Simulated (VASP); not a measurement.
Crystal: Ta.

```
Ta
1.0
     2.96696    0.00000    0.00000
    -1.48348    2.56946    0.00000
     0.00000    0.00000    4.80647
Ta
2
Direct
  0.33333 0.66667 0.25000
  0.66667 0.33333 0.75000
```

This isn't the form of Ta at room conditions, which is bcc.

```yaml
Program: VASP 6.6.1
Task: relaxation of cell and atoms
Functional: PBE
Potentials_or_basis: VASP PAW PBE potentials, release 64 (Ta_pv)
Cutoff: 600 eV
k_mesh: 16 × 16 × 9
Occupations: fermi-dirac, width 0.05 eV
Spin: no spin polarisation
```

At the start: pressure 4.5 GPa; volume 18.32 Å³/atom.

Task: Where does the relaxation end?

Result: Over 11 steps the energy falls by 55.0 meV/atom and the volume is 18.75 Å³/atom (+2.3 %); space group P6_3/mmc (No. 194, to 0.1 Å) before and after.

The path:
| step | energy change (eV) | largest force (eV/Å) | pressure (GPa) | volume (Å³) |
| --- | --- | --- | --- | --- |
| 1 | 0.0000 | 0.0000 | 4.48 | 36.64 |
| 2 | -0.0481 | 0.0000 | -8.63 | 39.37 |
| 3 | -0.0655 | 0.0000 | -4.69 | 38.43 |
| 4 | -0.1003 | 0.0000 | 0.05 | 37.55 |
| 5 | -0.1081 | 0.0000 | -1.52 | 37.81 |
| 6 | -0.1081 | 0.0000 | -1.57 | 37.82 |
| 7 | -0.1080 | 0.0000 | 1.56 | 37.18 |
| 8 | -0.1100 | 0.0000 | -0.05 | 37.50 |
| 9 | -0.1100 | 0.0000 | -0.07 | 37.51 |
| 10 | -0.1100 | 0.0000 | -0.03 | 37.50 |
| 11 | -0.1100 | 0.0000 | -0.03 | 37.50 |

Final structure:
```yaml
crystal:
  lattice:
    - [2.90260, 0.00000, 0.00000]
    - [-1.45130, 2.51373, 0.00000]
    - [0.00000, 0.00000, 5.13946]
  atoms:
    - { symbol: Ta, position: [0.33333, 0.66667, 0.25000] }
    - { symbol: Ta, position: [0.66667, 0.33333, 0.75000] }
```
